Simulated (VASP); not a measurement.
# Ga (Im-3m) in VASP: a series of runs

The runs below take Ga through single point, with PBE.

Program: VASP 6.6.1. These are calculated values, not measurements. Logs are shortened: lines on timing, memory, paths and dates and some standing lists are left out, and cuts for length are marked.

**1. The cell of the first run**

Symmetry: Im-3m, No. 229, cubic system. Conventional cell: a = 3.460 Å, b = 3.460 Å, c = 3.460 Å, α = 90.00°, β = 90.00°, γ = 90.00°. Ga (site symmetry m-3m) has 14 Ga at 3.00 to 3.46 Å within 3.9 Å.

**2. Single point, PBE (volume scaled by 1.08)**

INCAR

```
ALGO = Normal
EDIFF = 1E-7
ENCUT = 520
GGA = PE
ISIF = 2
ISMEAR = -1
LASPH = True
LCHARG = False
LREAL = False
LWAVE = False
NBANDS = 12
NELM = 60
PREC = Accurate
SIGMA = 0.1
```

KPOINTS

```
k-points
0
Gamma
  21 21 21
```

POSCAR

```
Ga
1.0
   -1.7302230777      1.7302230777      1.7302230777
    1.7302230777     -1.7302230777      1.7302230777
    1.7302230777      1.7302230777     -1.7302230777
Ga
1
Direct
    0.0000000000      0.0000000000      0.0000000000
```

Potentials or basis: VASP PAW PBE potentials, release 64 (Ga_d).

Started as:

```bash
cat potpaw_PBE.64/Ga_d/POTCAR > POTCAR
mpirun -np 1 vasp_std > vasp.out
```

OUTCAR:

```text
EDIFF = 1E-7
   ENCUT = 520
   GGA = PE
   ISIF = 2
   ISMEAR = -1
   LASPH = True
   LREAL = False
   NELM = 60
   PREC = Accurate

 ion  position               nearest neighbor table
   1  0.000  0.000  0.000-

  LATTYP: Found a body centered cubic cell.
 ALAT       =     3.4604461554

  Lattice vectors:

 A1 = (  -1.7302230777,   1.7302230777,   1.7302230777)
 A2 = (   1.7302230777,  -1.7302230777,   1.7302230777)
 A3 = (   1.7302230777,   1.7302230777,  -1.7302230777)

Analysis of symmetry for initial positions (statically):
=====================================================================
 Subroutine PRICEL returns:
 Original cell was already a primitive cell.

 Routine SETGRP: Setting up the symmetry group for a
 body centered cubic supercell.

 Subroutine GETGRP returns: Found 48 space group operations
 (whereof 48 operations were pure point group operations)
 out of a pool of 48 trial point group operations.

The static configuration has the point symmetry O_h .

Analysis of symmetry for dynamics (positions and initial velocities):
=====================================================================
 Subroutine PRICEL returns:
 Original cell was already a primitive cell.

 Routine SETGRP: Setting up the symmetry group for a
 body centered cubic supercell.

 Subroutine GETGRP returns: Found 48 space group operations
 (whereof 48 operations were pure point group operations)
 out of a pool of 48 trial point group operations.

The dynamic configuration has the point symmetry O_h .

 Subroutine INISYM returns: Found 48 space group operations
 (whereof 48 operations are pure point group operations),
 and found     1 'primitive' translations

----------------------------------------------------------------------------------------

                                     Primitive cell

  volume of cell :      20.7189

  direct lattice vectors                    reciprocal lattice vectors
    -1.730223078  1.730223078  1.730223078     0.000000000  0.288980078  0.288980078
     1.730223078 -1.730223078  1.730223078     0.288980078  0.000000000  0.288980078
     1.730223078  1.730223078 -1.730223078     0.288980078  0.288980078  0.000000000

  length of vectors
     2.996834279  2.996834279  2.996834279     0.408679546  0.408679546  0.408679546

  position of ions in fractional coordinates (direct lattice)
     0.000000000  0.000000000  0.000000000

  ion indices of the primitive-cell ions
   primitive index   ion index
                 1           1

----------------------------------------------------------------------------------------

 KPOINTS: k-points

Automatic generation of k-mesh.
 Grid dimensions read from file:
 generate k-points for:   21   21   21

 Generating k-lattice:

  Cartesian coordinates                     Fractional coordinates (reciprocal lattice)
     0.000000000  0.013760956  0.013760956     0.047619048  0.000000000  0.000000000
     0.013760956  0.000000000  0.013760956     0.000000000  0.047619048  0.000000000
     0.013760956  0.013760956  0.000000000     0.000000000  0.000000000  0.047619048

  Length of vectors
     0.019460931  0.019460931  0.019460931

  Shift w.r.t. Gamma in fractional coordinates (k-lattice)
     0.000000000  0.000000000  0.000000000

 Subroutine IBZKPT returns following result:
 ===========================================

 Found    286 irreducible k-points:

 Following reciprocal coordinates:
            Coordinates               Weight
  0.000000  0.000000  0.000000      1.000000
  0.047619  0.000000  0.000000     12.000000
  0.095238  0.000000  0.000000     12.000000
  0.142857  0.000000  0.000000     12.000000
  0.190476  0.000000  0.000000     12.000000
  0.238095  0.000000  0.000000     12.000000
[... 16 lines left out ...]
  0.142857  0.095238 -0.000000     48.000000
  0.190476  0.095238  0.000000     48.000000
 [... further k-points ...]
   k-points           NKPTS =    286   k-points in BZ     NKDIM =    286   number of bands    NBANDS=     12
   number of dos      NEDOS =    301   number of ions     NIONS =      1
   total plane-waves  NPLWV =  13824
   dimension x,y,z NGX =    24 NGY =   24 NGZ =   24
   dimension x,y,z NGXF=    48 NGYF=   48 NGZF=   48
   ions per type =               1
   NGX,Y,Z   is equivalent  to a cutoff of  13.31, 13.31, 13.31 a.u.
   NGXF,Y,Z  is equivalent  to a cutoff of  26.63, 26.63, 26.63 a.u.
 SYSTEM =  unknown system
   PREC   = accura    normal or accurate (medium, high low for compatibility)
   ISTART =      0    job   : 0-new  1-cont  2-samecut
   ICHARG =      2    charge: 1-file 2-atom 10-const
   ISPIN  =      1    spin polarized calculation?
   LNONCOLLINEAR =      F non collinear calculations
   LSORBIT =      F    spin-orbit coupling
   LASPH  =      T    aspherical Exc in radial PAW
   ENCUT  =  520.0 eV  38.22 Ry    6.18 a.u.   5.57  5.57  5.57*2*pi/ulx,y,z
   NELM   =     60;   NELMIN=  2; NELMDL= -5     # of ELM steps
   EDIFF  = 0.1E-06   stopping-criterion for ELM
   LREAL  =      F    real-space projection
   EDIFFG = 0.1E-05   stopping-criterion for IOM
   NSW    =      0    number of steps for IOM
   IBRION =     -1    ionic relax: 0-MD 1-quasi-New 2-CG
   NFREE  =      0    steps in history (QN), initial steepest desc. (CG)
   ISIF   =      2    stress and relaxation
   ISYM   =      2    0-nonsym 1-usesym 2-fastsym
   POTIM  = 0.5000    time-step for ionic-motion
   TEBEG  =    0.0;   TEEND  =   0.0 temperature during run
   PSTRESS=    0.0 pullay stress
   NELECT =      13.0000    total number of electrons
   NUPDOWN=      -1.0000    fix difference up-down
   EMIN   =  10.00;   EMAX   =-10.00  energy-range for DOS
   EFERMI =   0.00;   METHOD = LEGACY
   ISMEAR =    -1;   SIGMA  =   0.10  broadening in eV -4-tet -1-fermi 0-gaus
   EFERMI_NEDOS =   21; number of points for ismear=-14 and -15
   IALGO  =     38    algorithm
   IMIX   =      4    mixing-type and parameters
     AMIX     =   0.40;   BMIX     =  1.00
     AMIX_MAG =   1.60;   BMIX_MAG =  1.00
  volume/ion in A,a.u.               =      20.72       139.82
  Fermi-wavevector in a.u.,A,eV,Ry     =   1.401524  2.648496 26.725507  1.964269
  Thomas-Fermi vector in A             =   2.524377
   LORBIT       =      0    0 simple, 1 ext, 2 COOP (PROOUT), +10 PAW based schemes
   GGA     = PE    functional components
   LHFCALC =     F    Hartree Fock is set to
   AEXX    =    0.0000 exact exchange contribution
   IVDW    =     0    specifies the selected vdW correction
   LEPSILON=     F    determine dielectric tensor
   LRPA    =     F    only Hartree local field effects (RPA)
 non-spin polarized calculation
  energy-cutoff  :      520.00
  volume of cell :       20.72
 maximum number of plane-waves:       574
   NGX = 11   NGY = 11   NGZ = 11

 number of electron      13.0000012 magnetization

 Free energy of the ion-electron system (eV)
  ---------------------------------------------------
  ext. energy  EPLUGINS =         0.00000000
  ---------------------------------------------------
  free energy    TOTEN  =        -2.86457802 eV

  energy without entropy =       -2.85072814  energy(sigma->0) =       -2.85765308

 E-fermi :   4.7243     XC(G=0): -10.5630

 val. band max:        4.7182480943   @ k =  -0.3333  -0.4286   0.0952
 cond. band min:       4.7278148184   @ k =   0.2857   0.1429   0.0476
 fundamental gap:      0.0095667242
 Fermi energy:         4.7243400562

 k-point     1 :       0.0000    0.0000    0.0000
  band No.  band energies     occupation
      1     -10.1315      2.00000
      2     -10.1315      2.00000
      3     -10.1315      2.00000
      4      -9.9825      2.00000
      5      -9.9825      2.00000
      6      -5.6278      2.00000
      7      16.2026      0.00000
      8      16.2026      0.00000
      9      16.2026      0.00000
     10      20.9882      0.00000
     11      20.9882      0.00000
     12      20.9882      0.00000

 k-point     2 :       0.0476    0.0000    0.0000
  band No.  band energies     occupation
      1     -10.1330      2.00000
      2     -10.1303      2.00000
      3     -10.1263      2.00000
      4      -9.9840      2.00000
      5      -9.9825      2.00000
      6      -5.5703      2.00000
      7      15.6700      0.00000
      8      15.9328      0.00000
      9      16.1208      0.00000
     10      20.1942      0.00000
     11      20.2652      0.00000
     12      21.3578      0.00000

 k-point     3 :       0.0952    0.0000    0.0000
  band No.  band energies     occupation
      1     -10.1371      2.00000
      2     -10.1272      2.00000
      3     -10.1112      2.00000
      4      -9.9881      2.00000
      5      -9.9826      2.00000
      6      -5.3977      2.00000
      7      14.3456      0.00000
      8      15.2980      0.00000
      9      15.8822      0.00000
     10      19.1772      0.00000
     11      19.3599      0.00000
     12      20.9708      0.00000
[... 286 lines left out ...]
 k-point    23 :       0.1429    0.0952   -0.0000
  band No.  band energies     occupation
      1     -10.1477      2.00000
      2     -10.1255      2.00000
      3     -10.0472      2.00000
      4     -10.0025      2.00000
      5      -9.9832      2.00000
      6      -4.5292      2.00000
      7      10.8375      0.00000
      8      12.4869      0.00000
      9      14.3397      0.00000
     10      18.1455      0.00000
     11      18.7831      0.00000
     12      20.8609      0.00000

 k-point    24 :       0.1905    0.0952    0.0000
  band No.  band energies     occupation
      1     -10.1562      2.00000
      2     -10.1246      2.00000
      3     -10.0180      2.00000
      4     -10.0056      2.00000
      5      -9.9831      2.00000
      6      -4.0059      2.00000
      7       9.1947      0.00000
      8      11.7016      0.00000
      9      13.8137      0.00000
     10      17.6341      0.00000
     11      18.7858      0.00000
     12      20.7798      0.00000

 [... further k-points ...]

------------------------ aborting loop because EDIFF is reached ----------------------------------------

  FORCE on cell =-STRESS in cart. coord.  units (eV):
  Direction    XX          YY          ZZ          XY          YZ          ZX
  --------------------------------------------------------------------------------------
  -------------------------------------------------------------------------------------
  Total       -0.3822668     -0.3822668     -0.3822668     -0.0000000     -0.0000000      0.0000000
  in kB      -29.5604395    -29.5604395    -29.5604395     -0.0000000     -0.0000000      0.0000000
  external PRESSURE =     -29.5604395 kB  Pullay stress =       0.0000000 kB

 VOLUME and BASIS-vectors are now :
 -----------------------------------------------------------------------------
  energy-cutoff  :      520.00
  volume of cell :       20.72
      direct lattice vectors                 reciprocal lattice vectors
    -1.730223078  1.730223078  1.730223078     0.000000000  0.288980078  0.288980078
     1.730223078 -1.730223078  1.730223078     0.288980078  0.000000000  0.288980078
     1.730223078  1.730223078 -1.730223078     0.288980078  0.288980078  0.000000000

 POSITION                                       TOTAL-FORCE (eV/Angst)
 -----------------------------------------------------------------------------------
      0.00000      0.00000      0.00000         0.000000      0.000000      0.000000
 -----------------------------------------------------------------------------------
    total drift:                                0.000000      0.000000      0.000000

  FREE ENERGIE OF THE ION-ELECTRON SYSTEM (eV)
  ---------------------------------------------------
  free  energy   TOTEN  =        -2.8645780221 eV

  energy  without entropy=       -2.8507281423  energy(sigma->0) =       -2.85765308
```

It took 46 s on 1 thread of Intel Xeon 8259CL, shared host; peak memory 0.19 GiB.

What came out:

```yaml
Free_energy: -2.8646 eV
Pressure: -3.0 GPa
```

Levels at points of the mesh, in eV from the Fermi level:
```csv
k point,band 4,band 5,band 6,band 7,band 8,band 9
"(0.00, 0.00, 0.00)",-14.71,-14.71,-10.35,11.48,11.48,11.48
```

**3. Single point, PBE (volume scaled by 1.12)**

INCAR

```
  ALGO = Normal
  EDIFF = 1E-6
  ENCUT = 520
  GGA = PE
  ISIF = 2
  ISMEAR = -1
  LASPH = T
  LCHARG = T
  LELF = T
  LREAL = F
  LVHAR = T
  LWAVE = F
  NBANDS = 12
  NELM = 100
  PREC = Accurate
  SIGMA = 0.1
```

KPOINTS is that of step 2.

POSCAR

```
Ga
1.0
   -1.7513254389      1.7513254389      1.7513254389
    1.7513254389     -1.7513254389      1.7513254389
    1.7513254389      1.7513254389     -1.7513254389
Ga
1
Direct
    0.0000000000      0.0000000000      0.0000000000
```

Potentials or basis: VASP PAW PBE potentials, release 64 (Ga_d).

Started as:

```bash
cat potpaw_PBE.64/Ga_d/POTCAR > POTCAR
mpirun -np 1 vasp_std > vasp.out
```

It took 59 s on 1 thread of Intel Xeon 8259CL, shared host; peak memory 0.19 GiB.

Results (log left out):

* Free energy: -2.8479 eV
* Pressure: -4.0 GPa

Levels at points of the mesh, in eV from the Fermi level:
```csv
k point,band 3,band 4,band 5,band 6,band 7,band 8,band 9,band 10
"(0.00, 0.00, 0.00)",-14.84,-14.70,-14.70,-10.10,11.08,11.08,11.08,15.93
```
